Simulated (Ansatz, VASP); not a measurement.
**Two plane-wave programs on AlRu**

INCAR

```
SYSTEM = AlRu
PREC     = Accurate       ! precision mode
ENCUT    = 520            ! plane-wave cutoff, eV
EDIFF    = 1E-7           ! SCF threshold, eV
ISMEAR   = 0              ! smearing method
SIGMA    = 0.15           ! smearing width, eV
LREAL    = .False.        ! projectors in reciprocal space
LASPH    = .True.         ! aspherical terms in the spheres
NELM     = 80             ! most SCF steps
ALGO     = Fast           ! electronic algorithm
ISIF     = 2              ! what is computed and relaxed
LWAVE    = .False.        ! write WAVECAR
LCHARG   = .False.        ! write CHGCAR
GGA      = PE             ! functional
NBANDS   = 16             ! bands
```

Contents of KPOINTS:

```
regular mesh
0
Gamma
  20 20 20
  0 0 0
```

The input POSCAR:

```
AlRu
1.0
    2.9590234537      0.0000000000      0.0000000000
    0.0000000000      2.9590234537      0.0000000000
    0.0000000000      0.0000000000      3.0040847246
Al Ru
1 1
Direct
    0.0000000000      0.0000000000      0.0000000000
    0.5000000000      0.5000000000      0.5000000000
```

Input for Ansatz:

```yaml
crystal:
  lattice:
    - [2.9590234537, 0.0, 0.0]
    - [0.0, 2.9590234537, 0.0]
    - [0.0, 0.0, 3.0040847246]
  atoms:
    - { symbol: Al, position: [0.0, 0.0, 0.0] }
    - { symbol: Ru, position: [0.5, 0.5, 0.5] }
basis:
  ecutwfc: 420
kpoints:
  mp_grid: { grid: [20, 20, 20] }
hamiltonian:
  xc: pbe
scf:
  occupations: { method: gaussian, width: 0.15 }
output:
  forces: true
  stress: true
  eigenvalues: true
```

Change from the starting cell: strain -0.015 along x and y, +0.000 along z, atoms carried along.

Alike in both runs: task single point; functional PBE; k mesh 20 × 20 × 20; occupations gaussian, width 0.15 eV; no spin polarisation.

|  | VASP | Ansatz |
| --- | --- | --- |
| version | VASP 6.6.1 | Ansatz 0.2.0 |
| potentials or method | VASP PAW PBE potentials, release 64 (Al, Ru_pv), cutoff 520 eV | scalar-relativistic, plane waves, PAW |
| valence electrons in the cell | 17 | 19 |

```csv
,VASP,Ansatz,Ansatz less VASP
gap on the k mesh at the Fermi level (eV),none,none,-
pressure (GPa),6.6,6.6,+0.03
"traceless stress, the component that is largest in VASP (GPa)",-1.81,-1.81,+0.002
```

A gap of «none» marks a metal or a gap that the smearing closes. VASP's potentials hold 17 valence electrons a cell and Ansatz's 19, so a difference there can come from the potentials and not from the codes.
